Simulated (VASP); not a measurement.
**Co: single point with PBEsol**

Co:

```
Co
1.0
     2.53615    0.00000    0.00000
    -1.26807    2.19637    0.00000
     0.00000    0.00000    4.14298
Co
2
Cartesian
  0.0000 1.4642 3.0664
  1.2681 0.7321 1.0766
```

```yaml
Program: VASP 6.6.1
Task: single point
Functional: PBEsol
Potentials_or_basis: VASP PAW PBE potentials, release 64 (Co_sv)
Cutoff: 600 eV
k_mesh: 12 × 12 × 7
Occupations: fermi-dirac, width 0.05 eV
Spin: collinear spin, ferromagnetic start
Starting_moments: "[2.0, 2.0] μB"
```

```yaml
Pressure: -22.6 GPa
Largest_force: 0.271 eV/Å
Net_moment: 3.35 μB per cell
Site_moments: Co +1.74 μB
Valence_electrons_inside_the_program's_atomic_spheres: Co 15.01
```

Forces in eV/Å, atoms in the order of the input:
```
Co   0.000  0.000  0.271
Co   0.000  0.000 -0.271
```

Stress tensor (GPa, compression positive):
```
-21.86   0.00   0.00
  0.00 -21.86   0.00
  0.00   0.00 -24.03
```

Levels at points of the mesh, in eV from the Fermi level:
Spin up:
```csv
k point,band 17,band 18,band 19,band 20,band 21,band 22
"(0.00, 0.00, 0.00)",-1.91,-0.93,-0.93,-0.27,5.56,21.36
"(0.50, 0.00, 0.00)",-0.78,-0.63,1.08,2.95,8.87,9.75
```
Spin down:
```
           k point  band 12  band 13  band 14  band 15  band 16  band 17  band 18  band 19
(0.00, 0.00, 0.00)    -0.86    -0.86    -0.57    -0.57    -0.26    -0.06    -0.06     1.01
(0.50, 0.00, 0.00)    -1.75    -0.98    -0.96    -0.58     1.15     1.23     1.30     2.37
```

It took 84 s on 1 thread of AMD EPYC 9R45 96-Core Processor (Zen 5), with other jobs on the host, peak memory 0.2 GiB.

Caveat: the cell stands under tension; the PAW data sets were made with another functional, which shifts forces and pressure a little.
